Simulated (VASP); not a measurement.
# P (R-3m) in VASP: further runs, part 2 of 2

VASP 6.6.1.

## Step 3: Single point, PBEsol+D3(BJ)

This run uses another cell than the first one: it holds 8 atoms, not 2.

INCAR

```
SYSTEM = P
ALGO = Normal
EDIFF = 1E-6
ENCUT = 520
GGA = PS
ISIF = 2
ISMEAR = 0
IVDW = 12
LASPH = .True.
LCHARG = .True.
LELF = .True.
LREAL = .False.
LVHAR = .True.
LWAVE = .False.
NBANDS = 30
NELM = 60
PREC = Accurate
SIGMA = 0.15
```

KPOINTS

```
k-points
0
Gamma
  12 12 12
  0 0 0
```

POSCAR

```
P
1.0
   -3.3933973681     -1.9591788840      2.7775152918
    3.3933973681     -1.9591788840      2.7775152918
    0.0000000000      3.9183577679      2.7775152918
P
8
Direct
    0.2412943680      0.2412943680      0.2412943680
    0.7412943680      0.7412943680      0.2412943680
    0.7412943680      0.2412943680      0.7412943680
    0.2412943680      0.7412943680      0.7412943680
    0.7587056320      0.7587056320      0.7587056320
    0.2587056320      0.2587056320      0.7587056320
    0.2587056320      0.7587056320      0.2587056320
    0.7587056320      0.2587056320      0.2587056320
```

Potentials or basis: VASP PAW PBE potentials, release 64 (P).

Launch:

```sh
> cat potpaw_PBE.64/P/POTCAR > POTCAR
> mpirun -np 1 vasp_std > vasp.out
```

OUTCAR:

```text
SYSTEM = P
   EDIFF = 1E-6
   ENCUT = 520
   GGA = PS
   ISIF = 2
   ISMEAR = 0
   IVDW = 12
   LASPH = .True.
   LREAL = .False.
   NELM = 60
   PREC = Accurate
 IVDW          = 12

 ion  position               nearest neighbor table
   1  0.241  0.241  0.241-   6 2.32   7 2.32   8 2.32   6 2.49   8 2.49   7 2.49
   2  0.741  0.741  0.241-   5 2.32   7 2.32   8 2.32   5 2.49   7 2.49   8 2.49
   3  0.741  0.241  0.741-   8 2.32   6 2.32   5 2.32   8 2.49   6 2.49   5 2.49
   4  0.241  0.741  0.741-   7 2.32   6 2.32   5 2.32   7 2.49   5 2.49   6 2.49
   5  0.759  0.759  0.759-   2 2.32   3 2.32   4 2.32   2 2.49   3 2.49   4 2.49
   6  0.259  0.259  0.759-   1 2.32   3 2.32   4 2.32   1 2.49   4 2.49   3 2.49
   7  0.259  0.759  0.259-   4 2.32   2 2.32   1 2.32   4 2.49   1 2.49   2 2.49
   8  0.759  0.259  0.259-   3 2.32   2 2.32   1 2.32   3 2.49   2 2.49   1 2.49
[... 7 lines left out ...]
 A1 = (  -3.3933973681,  -1.9591788840,   2.7775152918)
 A2 = (   3.3933973681,  -1.9591788840,   2.7775152918)
 A3 = (   0.0000000000,   3.9183577679,   2.7775152918)

Analysis of symmetry for initial positions (statically):
=====================================================================
 Subroutine PRICEL returns following result:

  LATTYP: Found a trigonal (rhomboedric) cell.
 ALAT       =     3.3989664746
 COS(alpha) =     0.5016371283

  Lattice vectors:

 A1 = (   0.0000000000,  -1.9591788840,   2.7775152918)
 A2 = (   1.6966986841,   0.9795894420,   2.7775152918)
 A3 = (  -1.6966986840,   0.9795894420,   2.7775152918)

   4 primitive cells build up your supercell.

 Routine SETGRP: Setting up the symmetry group for a
 trigonal (rhombohedral) supercell.

 Subroutine GETGRP returns: Found 12 space group operations
 (whereof 12 operations were pure point group operations)
 out of a pool of 12 trial point group operations.

The static configuration has the point symmetry D_3d.

Analysis of symmetry for dynamics (positions and initial velocities):
=====================================================================
 Subroutine PRICEL returns following result:

  LATTYP: Found a trigonal (rhomboedric) cell.
 ALAT       =     3.3989664746
 COS(alpha) =     0.5016371283

  Lattice vectors:

 A1 = (   0.0000000000,  -1.9591788840,   2.7775152918)
 A2 = (   1.6966986841,   0.9795894420,   2.7775152918)
 A3 = (  -1.6966986840,   0.9795894420,   2.7775152918)

   4 primitive cells build up your supercell.

 Routine SETGRP: Setting up the symmetry group for a
 trigonal (rhombohedral) supercell.

 Subroutine GETGRP returns: Found 12 space group operations
 (whereof 12 operations were pure point group operations)
 out of a pool of 12 trial point group operations.

The dynamic configuration has the point symmetry D_3d.

 Subroutine INISYM returns: Found 12 space group operations
 (whereof 12 operations are pure point group operations),
 and found     4 'primitive' translations

----------------------------------------------------------------------------------------

                                     Primitive cell

  volume of cell :      27.6985

  direct lattice vectors                    reciprocal lattice vectors
     0.000000000 -1.959178884  2.777515292     0.000000000 -0.340278610  0.120011340
     1.696698684  0.979589442  2.777515292     0.294689920  0.170139305  0.120011340
[... 47 lines left out ...]
  0.416667 -0.000000  0.000000      6.000000
[... 16 lines left out ...]
  0.500000  0.166667  0.000000     12.000000
 -0.416667  0.166667 -0.000000     12.000000
 [... further k-points ...]
   k-points           NKPTS =    189   k-points in BZ     NKDIM =    189   number of bands    NBANDS=     30
   number of dos      NEDOS =    301   number of ions     NIONS =      8
   total plane-waves  NPLWV =  46656
   dimension x,y,z NGX =    36 NGY =   36 NGZ =   36
   dimension x,y,z NGXF=    72 NGYF=   72 NGZF=   72
   ions per type =               8
   NGX,Y,Z   is equivalent  to a cutoff of  12.46, 12.46, 12.46 a.u.
   NGXF,Y,Z  is equivalent  to a cutoff of  24.92, 24.92, 24.92 a.u.
 SYSTEM =  P
   PREC   = accura    normal or accurate (medium, high low for compatibility)
   ISTART =      0    job   : 0-new  1-cont  2-samecut
   ICHARG =      2    charge: 1-file 2-atom 10-const
   ISPIN  =      1    spin polarized calculation?
   LNONCOLLINEAR =      F non collinear calculations
   LSORBIT =      F    spin-orbit coupling
   LASPH  =      T    aspherical Exc in radial PAW
   ENCUT  =  520.0 eV  38.22 Ry    6.18 a.u.   8.93  8.93  8.93*2*pi/ulx,y,z
   NELM   =     60;   NELMIN=  2; NELMDL= -5     # of ELM steps
   EDIFF  = 0.1E-05   stopping-criterion for ELM
   LREAL  =      F    real-space projection
   EDIFFG = 0.1E-04   stopping-criterion for IOM
   NSW    =      0    number of steps for IOM
   IBRION =     -1    ionic relax: 0-MD 1-quasi-New 2-CG
   NFREE  =      0    steps in history (QN), initial steepest desc. (CG)
   ISIF   =      2    stress and relaxation
   ISYM   =      2    0-nonsym 1-usesym 2-fastsym
   POTIM  = 0.5000    time-step for ionic-motion
   TEBEG  =    0.0;   TEEND  =   0.0 temperature during run
   PSTRESS=    0.0 pullay stress
   NELECT =      40.0000    total number of electrons
   NUPDOWN=      -1.0000    fix difference up-down
   EMIN   =  10.00;   EMAX   =-10.00  energy-range for DOS
   EFERMI =   0.00;   METHOD = LEGACY
   ISMEAR =     0;   SIGMA  =   0.15  broadening in eV -4-tet -1-fermi 0-gaus
   EFERMI_NEDOS =   21; number of points for ismear=-14 and -15
   IALGO  =     38    algorithm
   IMIX   =      4    mixing-type and parameters
     AMIX     =   0.40;   BMIX     =  1.00
     AMIX_MAG =   1.60;   BMIX_MAG =  1.00
  volume/ion in A,a.u.               =      13.85        93.46
  Fermi-wavevector in a.u.,A,eV,Ry     =   1.165707  2.202866 18.488580  1.358872
  Thomas-Fermi vector in A             =   2.302229
   LORBIT       =      0    0 simple, 1 ext, 2 COOP (PROOUT), +10 PAW based schemes
   GGA     = PS    functional components
   LHFCALC =     F    Hartree Fock is set to
   AEXX    =    0.0000 exact exchange contribution
   IVDW    =    12    specifies the selected vdW correction
   LEPSILON=     F    determine dielectric tensor
   LRPA    =     F    only Hartree local field effects (RPA)
 non-spin polarized calculation
 Gauss-broadening in eV      SIGMA  =   0.15
  energy-cutoff  :      520.00
  volume of cell :      110.79
 maximum number of plane-waves:      3016
   NGX = 17   NGY = 17   NGZ = 17

 number of electron      40.0000006 magnetization

 Free energy of the ion-electron system (eV)
  ---------------------------------------------------
  ext. energy  EPLUGINS =         0.00000000
  ---------------------------------------------------
  free energy    TOTEN  =       -46.19378587 eV

  energy without entropy =      -46.17154260  energy(sigma->0) =      -46.18266424

 E-fermi :  10.4858     XC(G=0): -11.5877

 val. band max:       10.4851077335   @ k =  -0.4167   0.5000   0.2500
 cond. band min:      10.4899736062   @ k =  -0.3333   0.3333   0.3333
 fundamental gap:      0.0048658728
 Fermi energy:        10.4857729333

 k-point     1 :       0.0000    0.0000    0.0000
  band No.  band energies     occupation
      1      -6.7409      2.00000
      2      -2.1510      2.00000
      3      -2.1510      2.00000
      4      -2.1510      2.00000
      5       0.9865      2.00000
      6       0.9865      2.00000
[... 781 lines left out ...]
     29      15.5635      0.00000
     30      16.1490      0.00000

 [... further k-points ...]

------------------------ aborting loop because EDIFF is reached ----------------------------------------

 Edisp (eV)   -3.27377

 E8    (eV) :    -1.9423

  FORCE on cell =-STRESS in cart. coord.  units (eV):
  Direction    XX          YY          ZZ          XY          YZ          ZX
  --------------------------------------------------------------------------------------
  -------------------------------------------------------------------------------------
  Total       0.09820     0.09820    -0.21413     0.00000     0.00000     0.00000
  in kB       1.42009     1.42009    -3.09647     0.00000     0.00000     0.00000
  external pressure =       -0.09 kB  Pullay stress =        0.00 kB

 VOLUME and BASIS-vectors are now :
 -----------------------------------------------------------------------------
  energy-cutoff  :      520.00
  volume of cell :      110.79
      direct lattice vectors                 reciprocal lattice vectors
    -3.393397368 -1.959178884  2.777515292    -0.147344960 -0.085069652  0.120011340
     3.393397368 -1.959178884  2.777515292     0.147344960 -0.085069652  0.120011340
     0.000000000  3.918357768  2.777515292     0.000000000  0.170139305  0.120011340

 POSITION                                       TOTAL-FORCE (eV/Angst)
 -----------------------------------------------------------------------------------
      0.00000     -0.00000      2.01060         0.000000      0.000000     -0.036347
      0.00000     -1.95918      4.78811         0.000000      0.000000     -0.036347
     -1.69670      0.97959      4.78811         0.000000      0.000000     -0.036347
      1.69670      0.97959      4.78811         0.000000      0.000000     -0.036347
      0.00000     -0.00000      6.32195         0.000000     -0.000000      0.036347
      0.00000      1.95918      3.54443         0.000000     -0.000000      0.036347
      1.69670     -0.97959      3.54443         0.000000     -0.000000      0.036347
     -1.69670     -0.97959      3.54443         0.000000     -0.000000      0.036347
 -----------------------------------------------------------------------------------
    total drift:                               -0.000000     -0.000000     -0.000000

  FREE ENERGIE OF THE ION-ELECTRON SYSTEM (eV)
  ---------------------------------------------------
  free  energy   TOTEN  =       -49.4675565599 eV

  energy  without entropy=      -49.4453132870  energy(sigma->0) =      -49.45643492
```

Wall time 5.1 min (1 thread of Intel Xeon Platinum 8488C (Sapphire Rapids), shared host); peak memory 0.5 GiB.

Results:

```
Free energy                : -49.4676 eV
Pressure                   : 0.0 GPa
Largest force              : 0.036 eV/Å
Band gap on the k mesh     : zero (bands 20 and 21 overlap by 2.10 eV)
Dispersion energy per atom : -0.409 eV
```

Forces on the atoms (eV/Å):
```
P    0.000  0.000 -0.036
P    0.000  0.000 -0.036
P    0.000  0.000 -0.036
P    0.000  0.000 -0.036
P    0.000  0.000  0.036
P    0.000  0.000  0.036
P    0.000  0.000  0.036
P    0.000  0.000  0.036
```

Levels at points of the mesh, in eV from the Fermi level:
| k point | band 18 | band 19 | band 20 | band 21 | band 22 | band 23 |
| --- | --- | --- | --- | --- | --- | --- |
| (0.00, 0.00, 0.00) | -2.46 | -2.32 | -1.19 | 0.29 | 0.29 | 0.29 |
| (0.50, 0.00, 0.00) | -3.22 | -0.06 | -0.06 | 0.91 | 0.91 | 1.65 |
| (0.50, 0.50, 0.00) | -1.43 | -1.24 | -1.24 | 0.56 | 0.56 | 0.64 |
| (0.50, 0.50, 0.50) | -1.11 | -1.09 | -1.09 | -1.09 | -0.78 | -0.78 |

Caveat: the PAW data sets were made with another functional, which shifts forces and pressure a little.
